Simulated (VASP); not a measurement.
# Cu (Fmmm) in VASP: single point with PBE

Aim: the single point of Cu with PBE.

Program: VASP 6.6.1. These are calculated values, not measurements. Logs are shortened: lines on timing, memory, paths and dates and some standing lists are left out, and cuts for length are marked.

## 1. The cell of the first run

Symmetry: Fmmm, No. 69, orthorhombic system. The conventional cell has a = 3.547 Å, b = 3.615 Å, c = 3.683 Å, α = 90.00°, β = 90.00°, γ = 90.00°. Cu (site symmetry mmm) has 12 Cu at 2.53 to 2.58 Å within 3.3 Å.

## 2. Single point, PBE (strain +0.0187 x Voigt [1, -1, 0, 0, 0, 0])

The input, INCAR:

```
SYSTEM = Cu
ALGO = Fast
EDIFF = 1E-6
ENCUT = 520
GGA = PE
ISIF = 2
ISMEAR = 0
LASPH = .True.
LCHARG = .True.
LELF = .True.
LREAL = .False.
LVHAR = .True.
LWAVE = .False.
NBANDS = 12
NELM = 80
PREC = Accurate
SIGMA = 0.15
```

The input, KPOINTS:

```
k-points
0
Gamma
  22 22 22
  0 0 0
```

The input, POSCAR:

```
Cu
1.0
    0.0000000000      1.7736997500      1.8075000000
    1.8413002500      0.0000000000      1.8075000000
    1.8413002500      1.7736997500      0.0000000000
Cu
1
Direct
    0.0000000000      0.0000000000      0.0000000000
```

Potentials or basis: VASP PAW PBE potentials, release 64 (Cu).

Launch:

```bash
$ cat potpaw_PBE.64/Cu/POTCAR > POTCAR
$ mpirun -np 1 vasp_std > vasp.out
```

OUTCAR:

```text
SYSTEM = Cu
   EDIFF = 1E-6
   ENCUT = 520
   GGA = PE
   ISIF = 2
   ISMEAR = 0
   LASPH = .True.
   LREAL = .False.
   NELM = 80
   PREC = Accurate

 ion  position               nearest neighbor table
   1  0.000  0.000  0.000-

  LATTYP: Found a face centered orthorhombic cell.
 ALAT       =     3.5473995000
 B/A-ratio  =     1.0190563538
 C/A-ratio  =     1.0381127076

  Lattice vectors:

 A1 = (  -1.8413002500,   0.0000000000,  -1.8075000000)
 A2 = (  -1.8413002500,   1.7736997500,   0.0000000000)
 A3 = (   0.0000000000,   1.7736997500,  -1.8075000000)

Analysis of symmetry for initial positions (statically):
=====================================================================
 Subroutine PRICEL returns:
 Original cell was already a primitive cell.

 Routine SETGRP: Setting up the symmetry group for a
 face centered orthorhombic supercell.

 Subroutine GETGRP returns: Found  8 space group operations
 (whereof  8 operations were pure point group operations)
 out of a pool of  8 trial point group operations.

The static configuration has the point symmetry D_2h.

Analysis of symmetry for dynamics (positions and initial velocities):
=====================================================================
 Subroutine PRICEL returns:
 Original cell was already a primitive cell.

 Routine SETGRP: Setting up the symmetry group for a
 face centered orthorhombic supercell.

 Subroutine GETGRP returns: Found  8 space group operations
 (whereof  8 operations were pure point group operations)
 out of a pool of  8 trial point group operations.

The dynamic configuration has the point symmetry D_2h.

 Subroutine INISYM returns: Found  8 space group operations
 (whereof  8 operations are pure point group operations),
 and found     1 'primitive' translations

----------------------------------------------------------------------------------------

                                     Primitive cell

  volume of cell :      11.8063

  direct lattice vectors                    reciprocal lattice vectors
     0.000000000  1.773699750  1.807500000    -0.271547240  0.281896640  0.276625173
     1.841300250  0.000000000  1.807500000     0.271547240 -0.281896640  0.276625173
     1.841300250  1.773699750  0.000000000     0.271547240  0.281896640 -0.276625173

  length of vectors
     2.532403414  2.580202097  2.556637912     0.479296469  0.479296469  0.479296469

  position of ions in fractional coordinates (direct lattice)
     0.000000000  0.000000000  0.000000000

  ion indices of the primitive-cell ions
   primitive index   ion index
                 1           1

----------------------------------------------------------------------------------------

 KPOINTS: k-points

Automatic generation of k-mesh.
 Grid dimensions read from file:
 generate k-points for:   22   22   22

 Generating k-lattice:

  Cartesian coordinates                     Fractional coordinates (reciprocal lattice)
    -0.012343056  0.012813484  0.012573871     0.045454545  0.000000000  0.000000000
     0.012343056 -0.012813484  0.012573871     0.000000000  0.045454545  0.000000000
     0.012343056  0.012813484 -0.012573871     0.000000000  0.000000000  0.045454545

  Length of vectors
     0.021786203  0.021786203  0.021786203

  Shift w.r.t. Gamma in fractional coordinates (k-lattice)
     0.000000000  0.000000000  0.000000000

 Subroutine IBZKPT returns following result:
 ===========================================

 Found   1530 irreducible k-points:

 Following reciprocal coordinates:
            Coordinates               Weight
  0.000000  0.000000  0.000000      1.000000
  0.045455  0.000000 -0.000000      8.000000
  0.090909  0.000000 -0.000000      8.000000
  0.136364  0.000000  0.000000      8.000000
  0.181818  0.000000  0.000000      8.000000
  0.227273  0.000000  0.000000      8.000000
[... 16 lines left out ...]
  0.500000  0.045455  0.000000      8.000000
 -0.454545  0.045455  0.000000      8.000000
 [... further k-points ...]
   k-points           NKPTS =   1530   k-points in BZ     NKDIM =   1530   number of bands    NBANDS=     12
   number of dos      NEDOS =    301   number of ions     NIONS =      1
   total plane-waves  NPLWV =   8000
   dimension x,y,z NGX =    20 NGY =   20 NGZ =   20
   dimension x,y,z NGXF=    40 NGYF=   40 NGZF=   40
   ions per type =               1
   NGX,Y,Z   is equivalent  to a cutoff of  13.13, 12.89, 13.01 a.u.
   NGXF,Y,Z  is equivalent  to a cutoff of  26.26, 25.77, 26.01 a.u.
 SYSTEM =  Cu
   PREC   = accura    normal or accurate (medium, high low for compatibility)
   ISTART =      0    job   : 0-new  1-cont  2-samecut
   ICHARG =      2    charge: 1-file 2-atom 10-const
   ISPIN  =      1    spin polarized calculation?
   LNONCOLLINEAR =      F non collinear calculations
   LSORBIT =      F    spin-orbit coupling
   LASPH  =      T    aspherical Exc in radial PAW
   ENCUT  =  520.0 eV  38.22 Ry    6.18 a.u.   4.71  4.80  4.75*2*pi/ulx,y,z
   NELM   =     80;   NELMIN=  2; NELMDL= -5     # of ELM steps
   EDIFF  = 0.1E-05   stopping-criterion for ELM
   LREAL  =      F    real-space projection
   EDIFFG = 0.1E-04   stopping-criterion for IOM
   NSW    =      0    number of steps for IOM
   IBRION =     -1    ionic relax: 0-MD 1-quasi-New 2-CG
   NFREE  =      0    steps in history (QN), initial steepest desc. (CG)
   ISIF   =      2    stress and relaxation
   ISYM   =      2    0-nonsym 1-usesym 2-fastsym
   POTIM  = 0.5000    time-step for ionic-motion
   TEBEG  =    0.0;   TEEND  =   0.0 temperature during run
   PSTRESS=    0.0 pullay stress
   NELECT =      11.0000    total number of electrons
   NUPDOWN=      -1.0000    fix difference up-down
   EMIN   =  10.00;   EMAX   =-10.00  energy-range for DOS
   EFERMI =   0.00;   METHOD = LEGACY
   ISMEAR =     0;   SIGMA  =   0.15  broadening in eV -4-tet -1-fermi 0-gaus
   EFERMI_NEDOS =   21; number of points for ismear=-14 and -15
   IALGO  =     68    algorithm
   IMIX   =      4    mixing-type and parameters
     AMIX     =   0.40;   BMIX     =  1.00
     AMIX_MAG =   1.60;   BMIX_MAG =  1.00
  volume/ion in A,a.u.               =      11.81        79.67
  Fermi-wavevector in a.u.,A,eV,Ry     =   1.598949  3.021576 34.785188  2.556639
  Thomas-Fermi vector in A             =   2.696319
   LORBIT       =      0    0 simple, 1 ext, 2 COOP (PROOUT), +10 PAW based schemes
   GGA     = PE    functional components
   LHFCALC =     F    Hartree Fock is set to
   AEXX    =    0.0000 exact exchange contribution
   IVDW    =     0    specifies the selected vdW correction
   LEPSILON=     F    determine dielectric tensor
   LRPA    =     F    only Hartree local field effects (RPA)
 non-spin polarized calculation
 RMM-DIIS sequential band-by-band and
 Gauss-broadening in eV      SIGMA  =   0.15
  energy-cutoff  :      520.00
  volume of cell :       11.81
 maximum number of plane-waves:       338
   NGX =  9   NGY =  9   NGZ =  9

 number of electron      11.0000007 magnetization

 Free energy of the ion-electron system (eV)
  ---------------------------------------------------
  ext. energy  EPLUGINS =         0.00000000
  ---------------------------------------------------
  free energy    TOTEN  =        -3.72748142 eV

  energy without entropy =       -3.72472833  energy(sigma->0) =       -3.72610488

 E-fermi :   7.5900     XC(G=0): -12.7278

 val. band max:        7.5827866189   @ k =   0.2273  -0.2727   0.1364
 cond. band min:       7.5931015190   @ k =  -0.3182   0.1818   0.1364
 fundamental gap:      0.0103149001
 Fermi energy:         7.5900081333

 k-point     1 :       0.0000    0.0000    0.0000
  band No.  band energies     occupation
      1      -1.7638      2.00000
      2       4.4727      2.00000
      3       4.5665      2.00000
      4       4.6527      2.00000
      5       5.3033      2.00000
      6       5.4595      2.00000
      7      30.2070      0.00000
      8      32.7744      0.00000
      9      32.8394      0.00000
     10      32.9209      0.00000
     11      35.2883      0.00000
     12      35.3559      0.00000

 k-point     2 :       0.0455    0.0000   -0.0000
  band No.  band energies     occupation
      1      -1.6884      2.00000
      2       4.4767      2.00000
      3       4.5706      2.00000
      4       4.6573      2.00000
      5       5.2988      2.00000
      6       5.4524      2.00000
      7      29.8160      0.00000
      8      31.7329      0.00000
      9      32.5332      0.00000
     10      32.6401      0.00000
     11      35.6712      0.00000
     12      35.7405      0.00000

 k-point     3 :       0.0909    0.0000   -0.0000
  band No.  band energies     occupation
      1      -1.4637      2.00000
      2       4.4678      2.00000
      3       4.5874      2.00000
      4       4.6827      2.00000
      5       5.2895      2.00000
      6       5.4344      2.00000
      7      28.1274      0.00000
      8      31.0077      0.00000
      9      31.9809      0.00000
     10      32.1397      0.00000
     11      36.4994      0.00000
     12      36.5714      0.00000
[... 286 lines left out ...]
 k-point    23 :       0.5000    0.0455    0.0000
  band No.  band energies     occupation
      1       2.5493      2.00000
      2       4.4484      2.00000
      3       4.6088      2.00000
      4       5.6518      2.00000
      5       5.9544      2.00000
      6       6.9039      2.00000
      7      11.4387      0.00000
      8      27.8955      0.00000
      9      28.5495      0.00000
     10      29.8248      0.00000
     11      33.0040      0.00000
     12      33.9614      0.00000

 k-point    24 :      -0.4545    0.0455    0.0000
  band No.  band energies     occupation
      1       2.5354      2.00000
      2       4.4513      2.00000
      3       4.6132      2.00000
      4       5.6380      2.00000
      5       5.9252      2.00000
      6       6.7976      2.00000
      7      11.6339      0.00000
      8      27.7915      0.00000
      9      28.5388      0.00000
     10      30.1235      0.00000
     11      32.8306      0.00000
     12      34.0536      0.00000

 [... further k-points ...]
[... 5 lines left out ...]
  --------------------------------------------------------------------------------------
  -------------------------------------------------------------------------------------
  Total        0.0820605      0.2471781      0.1792005      0.0000000      0.0000000      0.0000000
  in kB       11.1360642     33.5434377     24.3185012      0.0000000      0.0000000      0.0000000
  external PRESSURE =      22.9993344 kB  Pullay stress =       0.0000000 kB

 VOLUME and BASIS-vectors are now :
 -----------------------------------------------------------------------------
  energy-cutoff  :      520.00
  volume of cell :       11.81
      direct lattice vectors                 reciprocal lattice vectors
     0.000000000  1.773699750  1.807500000    -0.271547240  0.281896640  0.276625173
     1.841300250  0.000000000  1.807500000     0.271547240 -0.281896640  0.276625173
     1.841300250  1.773699750  0.000000000     0.271547240  0.281896640 -0.276625173

 POSITION                                       TOTAL-FORCE (eV/Angst)
 -----------------------------------------------------------------------------------
      0.00000      0.00000      0.00000        -0.000000      0.000000      0.000000
 -----------------------------------------------------------------------------------
    total drift:                               -0.000000     -0.000000     -0.000000

  FREE ENERGIE OF THE ION-ELECTRON SYSTEM (eV)
  ---------------------------------------------------
  free  energy   TOTEN  =        -3.7274814235 eV

  energy  without entropy=       -3.7247283332  energy(sigma->0) =       -3.72610488
```

Wall time 6.5 min (1 thread of AMD EPYC 7R13, shared host); peak memory 0.28 GiB.

What came out:

* Free energy: -3.7275 eV
* Pressure: 2.3 GPa

Levels at points of the mesh, in eV from the Fermi level:
| k point | band 1 | band 2 | band 3 | band 4 | band 5 | band 6 | band 7 | band 8 | band 9 | band 10 |
| --- | --- | --- | --- | --- | --- | --- | --- | --- | --- | --- |
| (0.00, 0.00, 0.00) | -9.35 | -3.12 | -3.02 | -2.94 | -2.29 | -2.13 | 22.62 | 25.18 | 25.25 | 25.33 |
| (0.50, 0.00, 0.00) | -5.08 | -3.14 | -2.98 | -1.67 | -1.61 | -1.00 | 3.76 | 20.73 | 21.78 | 22.78 |
| (0.50, 0.50, 0.00) | -4.88 | -4.42 | -1.66 | -1.56 | -1.44 | 1.50 | 7.11 | 13.07 | 13.14 | 17.59 |
| (0.50, 0.00, 0.50) | -4.86 | -4.43 | -1.66 | -1.52 | -1.46 | 1.91 | 7.62 | 12.63 | 12.67 | 17.21 |
| (0.00, 0.50, 0.50) | -4.91 | -4.41 | -1.65 | -1.53 | -1.47 | 1.11 | 6.63 | 13.52 | 13.55 | 17.95 |

Caveat: the cell differs from its parent crystal (strain +0.0187 x Voigt [1, -1, 0, 0, 0, 0]).
